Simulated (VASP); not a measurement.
# ZnO (P6_3mc) in VASP: single point with PBE

Aim: the single point of ZnO with PBE.

All numbers are computed with VASP 6.6.1; they aren't measurements. Logs are shortened: lines on timing, memory, paths and dates and some standing lists are left out, and cuts for length are marked.

### Step 1. The cell of the first run

Symmetry: P6_3mc, No. 186, hexagonal system. Conventional cell: a = 3.250 Å, b = 3.250 Å, c = 5.238 Å, α = 90.00°, β = 90.00°, γ = 120.00°. Within 2.6 Å of Zn (site symmetry 3m) lie 4 O at 1.98 to 1.99 Å. Within 2.6 Å of O (site symmetry 3m) lie 4 Zn at 1.98 to 1.99 Å.

### Step 2. Single point, PBE

Input file INCAR:

```
SYSTEM = ZnO
ALGO = Normal
EDIFF = 1E-6
ENCUT = 1340
GGA = PE
GGA_COMPAT = .False.
ISIF = 2
ISMEAR = 0
LASPH = .True.
LCHARG = .False.
LREAL = .False.
LWAVE = .False.
NBANDS = 26
NELM = 120
PREC = Accurate
SIGMA = 0.05
```

Input file KPOINTS:

```
k-points
0
Gamma
  8 8 5
  0 0 0
```

Input file POSCAR:

```
ZnO
1.0
    3.2499999987      0.0000000000      0.0000000000
   -1.6249999993      2.8145825611      0.0000000000
    0.0000000000      0.0000000000      5.2382420000
Zn O
2 2
Direct
    0.3333333333      0.6666666667      0.0013204545
    0.6666666667      0.3333333333      0.5013204545
    0.3333333333      0.6666666667      0.3806795455
    0.6666666667      0.3333333333      0.8806795455
```

Potentials or basis: VASP PAW PBE potentials, release 64 (Zn, O_h).

Started as:

```sh
$ cat potpaw_PBE.64/Zn/POTCAR potpaw_PBE.64/O_h/POTCAR > POTCAR
$ mpirun -np 1 vasp_std > vasp.out
```

OUTCAR:

```text
SYSTEM = ZnO
   EDIFF = 1E-6
   ENCUT = 1340
   GGA = PE
   ISIF = 2
   ISMEAR = 0
   LASPH = .True.
   LREAL = .False.
   NELM = 120
   PREC = Accurate

 ion  position               nearest neighbor table
   1  0.333  0.667  0.001-   4 1.98   4 1.98   4 1.98   3 1.99
   2  0.667  0.333  0.501-   3 1.98   3 1.98   3 1.98   4 1.99
   3  0.333  0.667  0.381-   2 1.98   2 1.98   2 1.98   1 1.99
   4  0.667  0.333  0.881-   1 1.98   1 1.98   1 1.98   2 1.99

  LATTYP: Found a hexagonal cell.
 ALAT       =     3.2499999987
 C/A-ratio  =     1.6117667699

  Lattice vectors:

 A1 = (   3.2499999987,   0.0000000000,   0.0000000000)
 A2 = (  -1.6249999993,   2.8145825611,   0.0000000000)
 A3 = (   0.0000000000,   0.0000000000,   5.2382420000)

Analysis of symmetry for initial positions (statically):
=====================================================================
 Subroutine PRICEL returns:
 Original cell was already a primitive cell.

 Routine SETGRP: Setting up the symmetry group for a
 hexagonal supercell.

 Subroutine GETGRP returns: Found 12 space group operations
 (whereof  6 operations were pure point group operations)
 out of a pool of 24 trial point group operations.

The static configuration has the point symmetry C_3v.
 The point group associated with its full space group is C_6v.

Analysis of symmetry for dynamics (positions and initial velocities):
=====================================================================
 Subroutine PRICEL returns:
 Original cell was already a primitive cell.

 Routine SETGRP: Setting up the symmetry group for a
 hexagonal supercell.

 Subroutine GETGRP returns: Found 12 space group operations
 (whereof  6 operations were pure point group operations)
 out of a pool of 24 trial point group operations.

The dynamic configuration has the point symmetry C_3v.
 The point group associated with its full space group is C_6v.

 Subroutine INISYM returns: Found 12 space group operations
 (whereof  6 operations are pure point group operations),
 and found     1 'primitive' translations

----------------------------------------------------------------------------------------

                                     Primitive cell

  volume of cell :      47.9163

  direct lattice vectors                    reciprocal lattice vectors
     3.249999999  0.000000000  0.000000000     0.307692308  0.177646237  0.000000000
    -1.624999999  2.814582561  0.000000000     0.000000000  0.355292473  0.000000000
     0.000000000  0.000000000  5.238242000     0.000000000  0.000000000  0.190903742

  length of vectors
     3.249999999  3.249999999  5.238242000     0.355292473  0.355292473  0.190903742

  position of ions in fractional coordinates (direct lattice)
     0.333333333  0.666666667  0.001320454
     0.666666667  0.333333333  0.501320454
     0.333333333  0.666666667  0.380679546
     0.666666667  0.333333333  0.880679546

  ion indices of the primitive-cell ions
   primitive index   ion index
                 1           1
                 2           2
                 3           3
                 4           4

----------------------------------------------------------------------------------------

 KPOINTS: k-points

Automatic generation of k-mesh.
 Grid dimensions read from file:
 generate k-points for:    8    8    5

 Generating k-lattice:

  Cartesian coordinates                     Fractional coordinates (reciprocal lattice)
     0.038461538  0.022205780  0.000000000     0.125000000  0.000000000  0.000000000
     0.000000000  0.044411559  0.000000000     0.000000000  0.125000000  0.000000000
     0.000000000  0.000000000  0.038180748     0.000000000  0.000000000  0.200000000

  Length of vectors
     0.044411559  0.044411559  0.038180748

  Shift w.r.t. Gamma in fractional coordinates (k-lattice)
     0.000000000  0.000000000  0.000000000

 Subroutine IBZKPT returns following result:
 ===========================================

 Found     30 irreducible k-points:

 Following reciprocal coordinates:
            Coordinates               Weight
  0.000000  0.000000  0.000000      1.000000
  0.125000  0.000000  0.000000      6.000000
  0.250000  0.000000  0.000000      6.000000
  0.375000  0.000000  0.000000      6.000000
  0.500000  0.000000  0.000000      3.000000
  0.125000  0.125000  0.000000      6.000000
[... 16 lines left out ...]
  0.250000  0.000000  0.400000     12.000000
  0.375000  0.000000  0.400000     12.000000
 [... further k-points ...]
   k-points           NKPTS =     30   k-points in BZ     NKDIM =     30   number of bands    NBANDS=     26
   number of dos      NEDOS =    301   number of ions     NIONS =      4
   total plane-waves  NPLWV = 102400
   dimension x,y,z NGX =    40 NGY =   40 NGZ =   64
   dimension x,y,z NGXF=    80 NGYF=   80 NGZF=  128
   ions per type =               2   2
   NGX,Y,Z   is equivalent  to a cutoff of  20.46, 20.46, 20.31 a.u.
   NGXF,Y,Z  is equivalent  to a cutoff of  40.92, 40.92, 40.62 a.u.
 SYSTEM =  ZnO
   PREC   = accura    normal or accurate (medium, high low for compatibility)
   ISTART =      0    job   : 0-new  1-cont  2-samecut
   ICHARG =      2    charge: 1-file 2-atom 10-const
   ISPIN  =      1    spin polarized calculation?
   LNONCOLLINEAR =      F non collinear calculations
   LSORBIT =      F    spin-orbit coupling
   LASPH  =      T    aspherical Exc in radial PAW
   ENCUT  = 1340.0 eV  98.49 Ry    9.92 a.u.   9.70  9.70 15.63*2*pi/ulx,y,z
   NELM   =    120;   NELMIN=  2; NELMDL= -5     # of ELM steps
   EDIFF  = 0.1E-05   stopping-criterion for ELM
   LREAL  =      F    real-space projection
   EDIFFG = 0.1E-04   stopping-criterion for IOM
   NSW    =      0    number of steps for IOM
   IBRION =     -1    ionic relax: 0-MD 1-quasi-New 2-CG
   NFREE  =      0    steps in history (QN), initial steepest desc. (CG)
   ISIF   =      2    stress and relaxation
   ISYM   =      2    0-nonsym 1-usesym 2-fastsym
   POTIM  = 0.5000    time-step for ionic-motion
   TEBEG  =    0.0;   TEEND  =   0.0 temperature during run
   PSTRESS=    0.0 pullay stress
   NELECT =      36.0000    total number of electrons
   NUPDOWN=      -1.0000    fix difference up-down
   EMIN   =  10.00;   EMAX   =-10.00  energy-range for DOS
   EFERMI =   0.00;   METHOD = LEGACY
   ISMEAR =     0;   SIGMA  =   0.05  broadening in eV -4-tet -1-fermi 0-gaus
   EFERMI_NEDOS =   21; number of points for ismear=-14 and -15
   IALGO  =     38    algorithm
   IMIX   =      4    mixing-type and parameters
     AMIX     =   0.40;   BMIX     =  1.00
     AMIX_MAG =   1.60;   BMIX_MAG =  1.00
  volume/ion in A,a.u.               =      11.98        80.84
  Fermi-wavevector in a.u.,A,eV,Ry     =   1.488269  2.812420 30.136141  2.214944
  Thomas-Fermi vector in A             =   2.601325
   LORBIT       =      0    0 simple, 1 ext, 2 COOP (PROOUT), +10 PAW based schemes
   GGA     = PE    functional components
   LHFCALC =     F    Hartree Fock is set to
   AEXX    =    0.0000 exact exchange contribution
   IVDW    =     0    specifies the selected vdW correction
   LEPSILON=     F    determine dielectric tensor
   LRPA    =     F    only Hartree local field effects (RPA)
 non-spin polarized calculation
 Gauss-broadening in eV      SIGMA  =   0.05
  energy-cutoff  :     1340.00
  volume of cell :       47.92
 maximum number of plane-waves:      5372
 NGX is ok and might be reduce to    40
   NGX = 19   NGY = 19   NGZ = 31

 number of electron      36.0000001 magnetization

 Free energy of the ion-electron system (eV)
  ---------------------------------------------------
  ext. energy  EPLUGINS =         0.00000000
  ---------------------------------------------------
  free energy    TOTEN  =       -17.84923555 eV

  energy without entropy =      -17.84923555  energy(sigma->0) =      -17.84923555

 E-fermi :   1.7046     XC(G=0): -10.8791

 val. band max:        1.4659408681   @ k =   0.0000   0.0000   0.0000
 cond. band min:       2.2399003364   @ k =   0.0000   0.0000   0.0000
 fundamental gap:      0.7739594683
 Fermi energy:         1.7045980714

 k-point     1 :       0.0000    0.0000    0.0000
  band No.  band energies     occupation
      1     -16.5729      2.00000
      2     -15.8618      2.00000
      3      -4.2005      2.00000
      4      -4.2005      2.00000
      5      -4.1539      2.00000
      6      -4.1254      2.00000
[... 18 lines left out ...]
     25      15.5849      0.00000
     26      15.5849      0.00000

 k-point     2 :       0.1250    0.0000    0.0000
  band No.  band energies     occupation
      1     -16.4892      2.00000
      2     -15.8249      2.00000
      3      -4.2933      2.00000
      4      -4.1523      2.00000
      5      -4.1071      2.00000
      6      -4.0402      2.00000
[... 18 lines left out ...]
     25      15.5989      0.00000
     26      15.7448      0.00000

 k-point     3 :       0.2500    0.0000    0.0000
  band No.  band energies     occupation
      1     -16.2735      2.00000
      2     -15.7425      2.00000
      3      -4.4526      2.00000
      4      -4.1135      2.00000
      5      -4.0477      2.00000
      6      -3.9262      2.00000
[... 18 lines left out ...]
     25      14.7978      0.00000
     26      15.6262      0.00000

 k-point     4 :       0.3750    0.0000    0.0000
  band No.  band energies     occupation
      1     -16.0248      2.00000
      2     -15.6824      2.00000
      3      -4.4929      2.00000
      4      -4.1698      2.00000
      5      -3.9693      2.00000
      6      -3.7163      2.00000
[... 18 lines left out ...]
     25      14.7820      0.00000
     26      15.5579      0.00000
[... 496 lines left out ...]
      1     -16.2661      2.00000
      2     -16.0608      2.00000
      3      -4.4412      2.00000
      4      -4.4241      2.00000
      5      -4.1021      2.00000
      6      -4.1009      2.00000
[... 18 lines left out ...]
     25      14.6106      0.00000
     26      14.9497      0.00000

 k-point    23 :       0.2500    0.0000    0.4000
  band No.  band energies     occupation
      1     -16.0907      2.00000
      2     -15.9264      2.00000
      3      -4.5565      2.00000
      4      -4.4913      2.00000
      5      -3.9671      2.00000
      6      -3.9635      2.00000
[... 18 lines left out ...]
     25      14.8838      0.00000
     26      15.1208      0.00000

 k-point    24 :       0.3750    0.0000    0.4000
  band No.  band energies     occupation
      1     -15.9013      2.00000
      2     -15.7952      2.00000
      3      -4.6099      2.00000
      4      -4.5372      2.00000
      5      -3.8418      2.00000
      6      -3.7761      2.00000
[... 18 lines left out ...]
     25      14.9896      0.00000
     26      15.2319      0.00000

 [... further k-points ...]

------------------------ aborting loop because EDIFF is reached ----------------------------------------

  FORCE on cell =-STRESS in cart. coord.  units (eV):
  Direction    XX          YY          ZZ          XY          YZ          ZX
  --------------------------------------------------------------------------------------
  -------------------------------------------------------------------------------------
  Total        1.4133057      1.4133057      1.4555820      0.0000000      0.0000000      0.0000000
  in kB       47.2567414     47.2567414     48.6703377      0.0000000      0.0000000      0.0000000
  external PRESSURE =      47.7279402 kB  Pullay stress =       0.0000000 kB

 VOLUME and BASIS-vectors are now :
 -----------------------------------------------------------------------------
  energy-cutoff  :     1340.00
  volume of cell :       47.92
      direct lattice vectors                 reciprocal lattice vectors
     3.249999999  0.000000000  0.000000000     0.307692308  0.177646237  0.000000000
    -1.624999999  2.814582561  0.000000000     0.000000000  0.355292473  0.000000000
     0.000000000  0.000000000  5.238242000     0.000000000  0.000000000  0.190903742

 POSITION                                       TOTAL-FORCE (eV/Angst)
 -----------------------------------------------------------------------------------
     -0.00000      1.87639      0.00692        -0.000000      0.000000     -0.001690
      1.62500      0.93819      2.62604         0.000000     -0.000000     -0.001690
     -0.00000      1.87639      1.99409         0.000000     -0.000000      0.001690
      1.62500      0.93819      4.61321         0.000000     -0.000000      0.001690
 -----------------------------------------------------------------------------------
    total drift:                               -0.000000      0.000000      0.000018

  FREE ENERGIE OF THE ION-ELECTRON SYSTEM (eV)
  ---------------------------------------------------
  free  energy   TOTEN  =       -17.8492355530 eV

  energy  without entropy=      -17.8492355530  energy(sigma->0) =      -17.84923555
```

Wall time 3.2 min (1 thread of Intel Xeon 6975P-C (Granite Rapids), shared host); peak memory 0.39 GiB.

What came out:

| Property | Result |
| --- | --- |
| Free energy | -17.8492 eV |
| Pressure | 4.8 GPa |
| Band gap on the k mesh | 0.77 eV |

Caveat: the cell stands under pressure; semilocal functionals underestimate gaps, and a narrow one can read as zero.
